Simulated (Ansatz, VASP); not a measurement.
**SrO in VASP and in Ansatz**

```
CELL_PARAMETERS angstrom
3.10287 -0.08936 0.00000
-0.08936 3.10287 0.00000
0.00000 0.00000 3.10287
ATOMIC_POSITIONS crystal
Sr 0.00000 0.00000 0.00000
O 0.50000 0.50000 0.50000
```

Change from the starting cell: shear_xy strain -5.8%.

Alike in both runs: task single point; functional r2SCAN; k mesh 8 × 8 × 8; no spin polarisation.

|  | VASP | Ansatz |
| --- | --- | --- |
| version | VASP 6.6.1 | Ansatz 0.2.0 |
| potentials or method | VASP PAW PBE potentials, release 64 (Sr_sv, O) | plane waves, PAW |
| plane-wave cutoff (eV) | 520 | 500 |
| occupations | gaussian, width 0.01 eV | fixed |
| valence electrons in the cell | 16 | 16 |

Ansatz gave:

```
gap on the k mesh at the Fermi level (eV)                     : 3.32
pressure (GPa)                                                : 0.4
traceless stress, the component that is largest in VASP (GPa) : 0.20
```

Task: Which values does VASP return?

Result: gap on the k mesh at the Fermi level (eV): 3.25; pressure (GPa): 1.2; traceless stress, the component that is largest in VASP (GPa): 0.31.

VASP's potentials were made for PBE, not for r2SCAN.
